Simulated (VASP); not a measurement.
# Ti18Si in VASP: further runs

Ti18Si is run at these levels: PBE+D3(BJ); tasks: single point.

All numbers are computed with VASP 6.6.1; they aren't measurements. Logs are shortened: lines on timing, memory, paths and dates and some standing lists are left out, and cuts for length are marked.

**1. The cell of the first run**

The cell holds a slab with vacuum, 19 atoms: a = 5.571 Å, b = 7.785 Å, c = 21.520 Å, α = 90.00°, β = 90.00°, γ = 90.00°.

**2. Single point, PBE+D3(BJ)**

INCAR reads:

```
  ALGO = Normal
  DIPOL = 0.5 0.5 0.300
  EDIFF = 1E-7
  ENCUT = 520
  GGA = PE
  IDIPOL = 3
  ISIF = 2
  ISMEAR = 0
  IVDW = 12
  LASPH = True
  LCHARG = False
  LDIPOL = True
  LREAL = Auto
  LWAVE = False
  NBANDS = 125
  NELM = 80
  PREC = Accurate
  SIGMA = 0.1
```

KPOINTS reads:

```
k-points
0
Gamma
  5 4 1
```

POSCAR reads:

```
Ti18Si
1.0
    5.5706966049      0.0000000000      0.0000000000
    0.0000000000      7.7847098564      0.0000000000
    0.0000000000      0.0000000000     21.5200068025
Ti Si
18 1
Direct
    0.0000000000      0.5000000000      0.1858735472
    0.5000000000      0.5000000000      0.1858735472
    0.2500000000      0.1666666667      0.1858735472
    0.7500000000      0.1666666667      0.1858735472
    0.2500000000      0.8333333333      0.1858735472
    0.7500000000      0.8333333333      0.1858735472
    0.0000000000      0.0000000000      0.2887684190
    0.5000000000      0.0000000000      0.2887684190
    0.2500000000      0.6672597319      0.2880966778
    0.7500000000      0.6672597319      0.2880966778
    0.2500000000      0.3327402681      0.2880966778
    0.7500000000      0.3327402681      0.2880966778
    0.0000000000      0.5000000000      0.3885221775
    0.5000000000      0.5000000000      0.3885221775
    0.2500000000      0.1667007587      0.3912641329
    0.7500000000      0.1667007587      0.3912641329
    0.2500000000      0.8332992413      0.3912641329
    0.7500000000      0.8332992413      0.3912641329
    0.3750000000      0.6667007587      0.5074350999
```

Potentials or basis: VASP PAW PBE potentials, release 64 (Ti_sv, Si).

Run with:

```sh
> cat potpaw_PBE.64/Ti_sv/POTCAR potpaw_PBE.64/Si/POTCAR > POTCAR
> mpirun -np 1 vasp_std > vasp.out
```

OUTCAR:

```text
EDIFF = 1E-7
   ENCUT = 520
   GGA = PE
   ISIF = 2
   ISMEAR = 0
   IVDW = 12
   LASPH = True
   LREAL = Auto
   NELM = 80
   PREC = Accurate
 IVDW          = 12

 ion  position               nearest neighbor table
   1  0.000  0.500  0.186-   2 2.79   2 2.79  10 2.91  11 2.91  12 2.91   9 2.91
   2  0.500  0.500  0.186-   1 2.79   1 2.79  10 2.91  11 2.91  12 2.91   9 2.91
   3  0.250  0.167  0.186-  11 2.55   5 2.59   4 2.79   4 2.79   7 2.92   8 2.92
   4  0.750  0.167  0.186-  12 2.55   6 2.59   3 2.79   3 2.79   7 2.92   8 2.92
   5  0.250  0.833  0.186-   9 2.55   3 2.59   6 2.79   6 2.79   7 2.92   8 2.92
   6  0.750  0.833  0.186-  10 2.55   4 2.59   5 2.79   5 2.79   7 2.92   8 2.92
   7  0.000  0.000  0.289-   8 2.79   8 2.79  16 2.91  17 2.91  18 2.91  15 2.91   5 2.92   6 2.92
                             3 2.92   4 2.92
   8  0.500  0.000  0.289-   7 2.79   7 2.79  16 2.91  17 2.91  18 2.91  15 2.91   5 2.92   6 2.92
                             3 2.92   4 2.92
   9  0.250  0.667  0.288-   5 2.55  17 2.57  11 2.60  10 2.79  10 2.79  13 2.88  14 2.88   2 2.91
                             1 2.91
  10  0.750  0.667  0.288-   6 2.55  18 2.57  12 2.60   9 2.79   9 2.79  13 2.88  14 2.88   2 2.91
                             1 2.91
  11  0.250  0.333  0.288-   3 2.55  15 2.57   9 2.60  12 2.79  12 2.79  13 2.88  14 2.88   2 2.91
                             1 2.91
  12  0.750  0.333  0.288-   4 2.55  16 2.57  10 2.60  11 2.79  11 2.79  13 2.88  14 2.88   2 2.91
                             1 2.91
  13  0.000  0.500  0.389-  14 2.79  14 2.79  11 2.88  12 2.88   9 2.88  10 2.88
  14  0.500  0.500  0.389-  13 2.79  13 2.79  11 2.88  12 2.88   9 2.88  10 2.88  19 2.95
  15  0.250  0.167  0.391-  11 2.57  17 2.60  16 2.79  16 2.79   7 2.91   8 2.91
  16  0.750  0.167  0.391-  12 2.57  18 2.60  15 2.79  15 2.79   7 2.91   8 2.91
  17  0.250  0.833  0.391-   9 2.57  15 2.60  18 2.79  18 2.79  19 2.90   8 2.91   7 2.91
  18  0.750  0.833  0.391-  10 2.57  16 2.60  17 2.79  17 2.79   7 2.91   8 2.91
  19  0.375  0.667  0.507-  17 2.90  14 2.95

  LATTYP: Found a simple orthorhombic cell.
 ALAT       =     5.5706966049
 B/A-ratio  =     1.3974392089
 C/A-ratio  =     3.8630728487

  Lattice vectors:

 A1 = (   5.5706966049,   0.0000000000,   0.0000000000)
 A2 = (   0.0000000000,   7.7847098564,   0.0000000000)
 A3 = (   0.0000000000,   0.0000000000,  21.5200068025)

Analysis of symmetry for initial positions (statically):
=====================================================================
 Subroutine PRICEL returns:
 Original cell was already a primitive cell.

 Routine SETGRP: Setting up the symmetry group for a
 simple orthorhombic supercell.

 Subroutine GETGRP returns: Found  1 space group operations
 (whereof  1 operations were pure point group operations)
 out of a pool of  8 trial point group operations.

The static configuration has the point symmetry C_1 .

Analysis of symmetry for dynamics (positions and initial velocities):
=====================================================================
 Subroutine PRICEL returns:
 Original cell was already a primitive cell.
[... 152 lines left out ...]
   LORBIT       =      0    0 simple, 1 ext, 2 COOP (PROOUT), +10 PAW based schemes
   GGA     = PE    functional components
   LHFCALC =     F    Hartree Fock is set to
   AEXX    =    0.0000 exact exchange contribution
   IVDW    =    12    specifies the selected vdW correction
   LEPSILON=     F    determine dielectric tensor
   LRPA    =     F    only Hartree local field effects (RPA)
 non-spin polarized calculation
 Gauss-broadening in eV      SIGMA  =   0.10
  energy-cutoff  :      520.00
  volume of cell :      933.24
 maximum number of plane-waves:     25209
 NGX is ok and might be reduce to    42
   NGX = 21   NGY = 29   NGZ = 81

 dipolmoment           0.000000      0.000000     -0.050523 electrons x Angstroem

 number of electron     219.9999955 magnetization

 dipolmoment           0.000000      0.000000      0.097019 electrons x Angstroem

 Free energy of the ion-electron system (eV)
  ---------------------------------------------------
  ext. energy  EPLUGINS =         0.00000000
  ---------------------------------------------------
  free energy    TOTEN  =      -134.21657958 eV

  energy without entropy =     -134.05160004  energy(sigma->0) =     -134.13408981

 E-fermi :   0.0171     XC(G=0):  -4.9672

 val. band max:        0.0161629494   @ k =   0.2000   0.5000   0.0000
 cond. band min:       0.0186518855   @ k =   0.4000   0.0000   0.0000
 fundamental gap:      0.0024889361
 Fermi energy:         0.0171062291

 k-point     1 :       0.0000    0.0000    0.0000
  band No.  band energies     occupation
      1     -56.9230      2.00000
      2     -56.9106      2.00000
      3     -56.8411      2.00000
      4     -56.8097      2.00000
      5     -56.6844      2.00000
      6     -56.6373      2.00000
[... 1364 lines left out ...]
    121       0.6964      0.00000
    122       0.7045      0.00000
 [bands above 122 left out]

------------------------ aborting loop because EDIFF is reached ----------------------------------------

 vacuum level on the upper side and lower side of the slab       (xc-potential included)         0.072        -0.312

 Edisp (eV)   -8.05268

 E8    (eV) :    -3.9740

  FORCE on cell =-STRESS in cart. coord.  units (eV):
  Direction    XX          YY          ZZ          XY          YZ          ZX
  --------------------------------------------------------------------------------------
  -------------------------------------------------------------------------------------
  Total     -10.90328    -5.32047    -5.09733     0.23332    -0.21948    -0.16405
  in kB     -18.71860    -9.13412    -8.75103     0.40057    -0.37680    -0.28163
  external pressure =      -12.20 kB  Pullay stress =        0.00 kB

 VOLUME and BASIS-vectors are now :
 -----------------------------------------------------------------------------
  energy-cutoff  :      520.00
  volume of cell :      933.24
      direct lattice vectors                 reciprocal lattice vectors
     5.570696605  0.000000000  0.000000000     0.179510763  0.000000000  0.000000000
     0.000000000  7.784709856  0.000000000     0.000000000  0.128456939  0.000000000
     0.000000000  0.000000000 21.520006802     0.000000000  0.000000000  0.046468387

 POSITION                                       TOTAL-FORCE (eV/Angst)
 -----------------------------------------------------------------------------------
      0.00000      3.89235      4.00000         0.026516      0.001528      0.178551
      2.78535      3.89235      4.00000        -0.022688     -0.002469      0.212409
      1.39267      1.29745      4.00000        -0.009224      0.018665     -0.009431
      4.17802      1.29745      4.00000        -0.001439      0.022655     -0.013647
      1.39267      6.48726      4.00000         0.005172      0.013142     -0.043755
      4.17802      6.48726      4.00000         0.000725      0.019924     -0.021949
[... 11 lines left out ...]
      4.17802      6.48699      8.42001        -0.347778     -0.300916      0.594306
      2.08901      5.19007     10.92001        -0.070145      0.085479     -2.232419
 -----------------------------------------------------------------------------------
    total drift:                                0.000137      0.000830     -0.111492

  FREE ENERGIE OF THE ION-ELECTRON SYSTEM (eV)
  ---------------------------------------------------
  free  energy   TOTEN  =      -142.2692630176 eV

  energy  without entropy=     -142.1042834744  energy(sigma->0) =     -142.18677325

 vacuum level on the upper side and lower side of the slab         4.748         4.355
```

Wall time 54 min (1 thread of Intel Xeon 6975P-C (Granite Rapids), shared host); peak memory 1.3 GiB.

Results:

```yaml
Free_energy: -142.2693 eV
Largest_force: 2.235 eV/Å
Band_gap_on_the_k_mesh: zero (bands 110 and 111 overlap by 0.22 eV)
Dispersion_energy_per_atom: -0.424 eV
```

Forces in eV/Å, atoms in the order of the input:
```
Ti   0.027  0.002  0.179
Ti  -0.023 -0.002  0.212
Ti  -0.009  0.019 -0.009
Ti  -0.001  0.023 -0.014
Ti   0.005  0.013 -0.044
Ti   0.001  0.020 -0.022
Ti  -0.039  0.014 -0.151
Ti   0.031  0.062 -0.087
Ti   0.009  0.027 -0.264
Ti   0.021 -0.014 -0.150
Ti  -0.070 -0.058 -0.158
Ti   0.045  0.000 -0.115
Ti   0.364  0.164  0.512
Ti  -0.344  0.474  0.541
Ti  -0.107  0.205  0.328
Ti   0.071  0.007  0.108
Ti   0.439 -0.740  0.771
Ti  -0.348 -0.301  0.594
Si  -0.070  0.085 -2.232
```

**3. Single point, PBE+D3(BJ)**

INCAR reads:

```
  PREC = Accurate
  ENCUT = 520
  EDIFF = 1E-6
  ISMEAR = 0
  SIGMA = 0.1
  LREAL = Auto
  LASPH = T
  NELM = 100
  ALGO = Normal
  ISIF = 2
  LWAVE = F
  LCHARG = T
  LDIPOL = T
  IDIPOL = 3
  DIPOL = 0.5 0.5 0.300
  GGA = PE
  IVDW = 12
  LELF = T
  LVHAR = T
  LVACPOTAV = T
  NBANDS = 125
```

KPOINTS reads:

```
regular mesh
0
Gamma
  5 4 1
```

Changes to POSCAR since step 2:

```diff
@@ -26,2 +26,2 @@
     0.7500000000      0.8332992413      0.3912641329
-    0.3750000000      0.6667007587      0.5074350999
+    0.3750000000      0.9167007587      0.5074350999
```

Potentials or basis: VASP PAW PBE potentials, release 64 (Ti_sv, Si).

Run with:

```sh
> cat potpaw_PBE.64/Ti_sv/POTCAR potpaw_PBE.64/Si/POTCAR > POTCAR
> mpirun -np 1 vasp_std > vasp.out
```

OUTCAR:

```text
PREC = Accurate
   ENCUT = 520
   EDIFF = 1E-6
   ISMEAR = 0
   LREAL = Auto
   LASPH = T
   NELM = 100
   ISIF = 2
   GGA = PE
   IVDW = 12
 IVDW          = 12

 ion  position               nearest neighbor table
   1  0.000  0.500  0.186-   2 2.79   2 2.79  10 2.91  11 2.91  12 2.91   9 2.91
   2  0.500  0.500  0.186-   1 2.79   1 2.79  10 2.91  11 2.91  12 2.91   9 2.91
   3  0.250  0.167  0.186-  11 2.55   5 2.59   4 2.79   4 2.79   7 2.92   8 2.92
   4  0.750  0.167  0.186-  12 2.55   6 2.59   3 2.79   3 2.79   7 2.92   8 2.92
   5  0.250  0.833  0.186-   9 2.55   3 2.59   6 2.79   6 2.79   7 2.92   8 2.92
   6  0.750  0.833  0.186-  10 2.55   4 2.59   5 2.79   5 2.79   7 2.92   8 2.92
   7  0.000  0.000  0.289-   8 2.79   8 2.79  16 2.91  17 2.91  18 2.91  15 2.91   5 2.92   6 2.92
                             3 2.92   4 2.92
   8  0.500  0.000  0.289-   7 2.79   7 2.79  16 2.91  17 2.91  18 2.91  15 2.91   5 2.92   6 2.92
                             3 2.92   4 2.92
   9  0.250  0.667  0.288-   5 2.55  17 2.57  11 2.60  10 2.79  10 2.79  13 2.88  14 2.88   2 2.91
                             1 2.91
  10  0.750  0.667  0.288-   6 2.55  18 2.57  12 2.60   9 2.79   9 2.79  13 2.88  14 2.88   2 2.91
                             1 2.91
  11  0.250  0.333  0.288-   3 2.55  15 2.57   9 2.60  12 2.79  12 2.79  13 2.88  14 2.88   2 2.91
                             1 2.91
  12  0.750  0.333  0.288-   4 2.55  16 2.57  10 2.60  11 2.79  11 2.79  13 2.88  14 2.88   2 2.91
                             1 2.91
  13  0.000  0.500  0.389-  14 2.79  14 2.79  11 2.88  12 2.88   9 2.88  10 2.88
  14  0.500  0.500  0.389-  13 2.79  13 2.79  11 2.88  12 2.88   9 2.88  10 2.88
  15  0.250  0.167  0.391-  11 2.57  17 2.60  16 2.79  16 2.79   7 2.91   8 2.91
  16  0.750  0.167  0.391-  12 2.57  18 2.60  15 2.79  15 2.79   7 2.91   8 2.91
  17  0.250  0.833  0.391-   9 2.57  15 2.60  19 2.68  18 2.79  18 2.79   8 2.91   7 2.91
  18  0.750  0.833  0.391-  10 2.57  16 2.60  17 2.79  17 2.79   7 2.91   8 2.91
  19  0.375  0.917  0.507-  17 2.68

  LATTYP: Found a simple orthorhombic cell.
 ALAT       =     5.5706966049
 B/A-ratio  =     1.3974392089
 C/A-ratio  =     3.8630728487

  Lattice vectors:

 A1 = (   5.5706966049,   0.0000000000,   0.0000000000)
 A2 = (   0.0000000000,   7.7847098564,   0.0000000000)
 A3 = (   0.0000000000,   0.0000000000,  21.5200068025)

[... 183 lines left out ...]
   NGX = 21   NGY = 29   NGZ = 81

 dipolmoment           0.000000      0.000000     -0.024889 electrons x Angstroem

 number of electron     219.9999955 magnetization

 dipolmoment           0.000000      0.000000      0.102945 electrons x Angstroem

 Free energy of the ion-electron system (eV)
  ---------------------------------------------------
  ext. energy  EPLUGINS =         0.00000000
  ---------------------------------------------------
  free energy    TOTEN  =      -134.42543597 eV

  energy without entropy =     -134.28979611  energy(sigma->0) =     -134.35761604

 E-fermi :  -0.0035     XC(G=0):  -4.9717

 val. band max:       -0.0077668348   @ k =   0.0000   0.0000   0.0000
 cond. band min:       0.0063413690   @ k =   0.4000  -0.2500   0.0000
 fundamental gap:      0.0141082038
 Fermi energy:        -0.0034612215

 k-point     1 :       0.0000    0.0000    0.0000
  band No.  band energies     occupation
      1     -56.9601      2.00000
      2     -56.9375      2.00000
      3     -56.8898      2.00000
      4     -56.8679      2.00000
      5     -56.6956      2.00000
      6     -56.6655      2.00000
[... 1364 lines left out ...]
    121       0.6696      0.00000
    122       0.6846      0.00000
 [bands above 122 left out]

------------------------ aborting loop because EDIFF is reached ----------------------------------------

 Edisp (eV)   -8.05711

 E8    (eV) :    -3.9763

  FORCE on cell =-STRESS in cart. coord.  units (eV):
  Direction    XX          YY          ZZ          XY          YZ          ZX
  --------------------------------------------------------------------------------------
  -------------------------------------------------------------------------------------
  Total     -11.39283    -5.06972    -5.14300     0.12826    -0.13257     0.02318
  in kB     -19.55905    -8.70362    -8.82942     0.22020    -0.22760     0.03980
  external pressure =      -12.36 kB  Pullay stress =        0.00 kB

 VOLUME and BASIS-vectors are now :
 -----------------------------------------------------------------------------
  energy-cutoff  :      520.00
  volume of cell :      933.24
      direct lattice vectors                 reciprocal lattice vectors
     5.570696605  0.000000000  0.000000000     0.179510763  0.000000000  0.000000000
     0.000000000  7.784709856  0.000000000     0.000000000  0.128456939  0.000000000
     0.000000000  0.000000000 21.520006802     0.000000000  0.000000000  0.046468387

 POSITION                                       TOTAL-FORCE (eV/Angst)
 -----------------------------------------------------------------------------------
      0.00000      3.89235      4.00000        -0.000362     -0.003981      0.156939
      2.78535      3.89235      4.00000        -0.007216     -0.018498      0.189922
      1.39267      1.29745      4.00000         0.005280      0.074279     -0.012507
      4.17802      1.29745      4.00000        -0.002579      0.024767     -0.048072
      1.39267      6.48726      4.00000        -0.002710     -0.057111      0.011505
      4.17802      6.48726      4.00000         0.006370      0.001046     -0.028490
[... 11 lines left out ...]
      4.17802      6.48699      8.42001        -0.517072      0.103093      0.829498
      2.08901      7.13625     10.92001         0.086796      0.067819     -1.997789
 -----------------------------------------------------------------------------------
    total drift:                               -0.000084      0.000537     -0.114503

  FREE ENERGIE OF THE ION-ELECTRON SYSTEM (eV)
  ---------------------------------------------------
  free  energy   TOTEN  =      -142.4825492186 eV

  energy  without entropy=     -142.3469093665  energy(sigma->0) =     -142.41472929

 vacuum level on the upper side and lower side of the slab         4.895         4.465
```

Run time: 53 min. Hardware: 1 thread of Intel Xeon 6975P-C (Granite Rapids), shared host; peak memory 1.3 GiB.

Results:

```yaml
Free_energy: -142.4825 eV
Largest_force: 2.001 eV/Å
Band_gap_on_the_k_mesh: zero (bands 110 and 111 overlap by 0.18 eV)
Dispersion_energy_per_atom: -0.424 eV
```

Forces on the atoms (eV/Å):
```
Ti   0.000 -0.004  0.157
Ti  -0.007 -0.018  0.190
Ti   0.005  0.074 -0.013
Ti  -0.003  0.025 -0.048
Ti  -0.003 -0.057  0.012
Ti   0.006  0.001 -0.028
Ti  -0.063  0.049 -0.098
Ti   0.106  0.040 -0.061
Ti  -0.005  0.051 -0.058
Ti   0.033 -0.082 -0.117
Ti  -0.019 -0.021 -0.096
Ti   0.037  0.057 -0.119
Ti  -0.055 -0.033  0.033
Ti   0.082  0.119  0.137
Ti   0.173 -0.504  0.506
Ti  -0.221 -0.141  0.457
Ti   0.363  0.275  0.316
Ti  -0.517  0.103  0.829
Si   0.087  0.068 -1.998
```

Levels at points of the mesh, in eV from the Fermi level:
| k point | band 107 | band 108 | band 109 | band 110 | band 111 | band 112 | band 113 | band 114 |
| --- | --- | --- | --- | --- | --- | --- | --- | --- |
| (0.00, 0.00, 0.00) | -0.21 | -0.12 | -0.08 | -0.06 | -0.02 | 0.00 | 0.02 | 0.14 |
| (0.00, 0.50, 0.00) | -0.19 | -0.10 | -0.02 | 0.14 | 0.17 | 0.20 | 0.27 | 0.29 |
